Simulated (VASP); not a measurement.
Runs of VASP 6.6.1 on Cu. The structure is that of space group P6_3/mmc (No. 194), or close to it. The cells are those of the table. This isn't the form of Cu at room conditions, which is fcc.

```csv
task,cell,cutoff (eV),gap on the mesh (eV),pressure (GPa)
relaxation of cell and atoms,"relaxed to 20 GPa from a = 2.534, b = 2.534, c = 4.113 Å, angles 90.0, 90.0, 120.0°, 2 atoms",600,none,19.9
single point,"a = 2.475, b = 2.475, c = 4.055 Å, angles 90.0, 90.0, 120.0°, 2 atoms",520,none,10.7
single point,"a = 2.440, b = 2.440, c = 3.998 Å, angles 90.0, 90.0, 120.0°, 2 atoms",520,none,20.7
single point,"a = 2.518, b = 2.518, c = 4.127 Å, angles 90.0, 90.0, 120.0°, 2 atoms",520,none,(a)
relaxation of cell and atoms,"relaxed to 5 GPa from a = 2.534, b = 2.534, c = 4.113 Å, angles 90.0, 90.0, 120.0°, 2 atoms",600,none,5.0
single point,"a = 2.495, b = 2.495, c = 4.088 Å, angles 90.0, 90.0, 120.0°, 2 atoms",520,none,5.7
relaxation of cell and atoms,"relaxed from a = 2.534, b = 2.534, c = 4.113 Å, angles 90.0, 90.0, 120.0°, 2 atoms",600,none,0.1
relaxation of cell and atoms,"relaxed to 10 GPa from a = 2.534, b = 2.534, c = 4.113 Å, angles 90.0, 90.0, 120.0°, 2 atoms",600,none,10.0
```

Alike in all rows: level PBEsol; potentials or basis VASP PAW PBE potentials, release 64 (Cu); no spin polarisation; k mesh 12 × 12 × 6; smearing fermi-dirac 0.15 eV.

Question: Fill in the values left out.

Answer: (a) 0.7.

Caveats: the PAW data sets were made with another functional, which shifts forces and pressure a little; the cell is relaxed towards a set pressure, so the run minimises the enthalpy, not the energy (at least some runs); the cell stands under pressure (at least some runs).

A gap of «none» marks levels without a gap at the run's occupations.
